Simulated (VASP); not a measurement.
A run of VASP 6.6.1:

The input INCAR:

```
PREC     = Accurate       # precision mode
ENCUT    = 520            # plane-wave cutoff, eV
EDIFF    = 1E-7           # SCF threshold, eV
ISMEAR   = -1             # smearing method
SIGMA    = 0.05           # smearing width, eV
LREAL    = F              # projectors in reciprocal space
LASPH    = T              # aspherical terms in the spheres
NELM     = 80             # most SCF steps
ALGO     = Normal         # electronic algorithm
ISIF     = 2              # what is computed and relaxed
LWAVE    = F              # write WAVECAR
LCHARG   = F              # write CHGCAR
GGA      = PS             # functional
IBRION   = 2              # ionic algorithm
NSW      = 60             # ionic steps
EDIFFG   = -0.01          # ionic threshold
LUSENCCL = F
```

The input KPOINTS:

```
Automatic mesh
0
Gamma
  5 5 5
```

Contents of POSCAR:

```
Sn3Se
1.0
    0.0000000000      3.7704693800      3.7331380000
    3.7704693800      0.0000000000      3.7331380000
    3.7704693800      3.7704693800      0.0000000000
Sn Se
3 1
Direct
    0.5000000000      0.5000000000      0.5000000000
    0.7500000000      0.7500000000      0.7500000000
    0.2500000000      0.2500000000      0.2500000000
    0.0000000000      0.0000000000      0.0000000000
```

Potentials or basis: VASP PAW PBE potentials, release 64 (Sn_d, Se).

Run with:

```bash
$ cat potpaw_PBE.64/Sn_d/POTCAR potpaw_PBE.64/Se/POTCAR > POTCAR
$ mpirun -np 1 vasp_std > vasp.out
```

Hardware: 1 × NVIDIA H100 80GB with 1 thread of AMD EPYC 7R13 Processor (Zen 3), with other jobs on the host.

Q: How long does it take, and how much memory?

A: Wall time 51 s on 1 × NVIDIA H100 80GB with 1 thread of AMD EPYC 7R13 Processor (Zen 3) (shared host), peak memory 1.3 GiB. Counts: scf iterations 13, k points 18, ion steps 1.
